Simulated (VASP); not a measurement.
A run of VASP 6.6.1 is set up as follows.

Contents of INCAR:

```
SYSTEM = HfB2
ALGO = Normal ; EDIFF = 1E-6
ENCUT = 500 ; GGA = PE
GGA_COMPAT = .FALSE. ; ISIF = 2
ISMEAR = -1 ; LASPH = .TRUE.
LCHARG = .FALSE. ; LREAL = .FALSE.
LWAVE = .FALSE. ; NBANDS = 15
NELM = 120 ; PREC = Accurate
SIGMA = 0.05
```

Contents of KPOINTS:

```
k-points
0
G
  13 13 11
  0 0 0
```

File POSCAR:

```
HfB2
1.0
    3.0772000985      0.0000000000      0.0000000000
   -1.5386000493      2.6649334578      0.0000000000
    0.0000000000      0.0000000000      3.4800000000
Hf B
1 2
Direct
    0.0000000000      0.0000000000      0.0000000000
    0.3333333333      0.6666666667      0.5000000000
    0.6666666667      0.3333333333      0.5000000000
```

Potentials or basis: VASP PAW PBE potentials, release 64 (Hf_pv, B).

The run is started by

```bash
$ cat potpaw_PBE.64/Hf_pv/POTCAR potpaw_PBE.64/B/POTCAR > POTCAR
$ mpirun -np 1 vasp_std > vasp.out
```

Problem. Predict the pressure.

Solution. 12.7 GPa.

Problem. Estimate the band gap on the k mesh.

Solution. Zero (band 8 reaches 8.86 eV, above the bottom of band 9 at 7.58 eV).

Stress tensor (GPa, compression positive):
```
15.57  0.00  0.00
 0.00 15.57  0.00
 0.00  0.00  6.85
```

Caveat: the cell differs from its parent crystal (equal xx and yy strain of -2 %); spin-orbit coupling is left out, which moves the levels of the heavy elements.
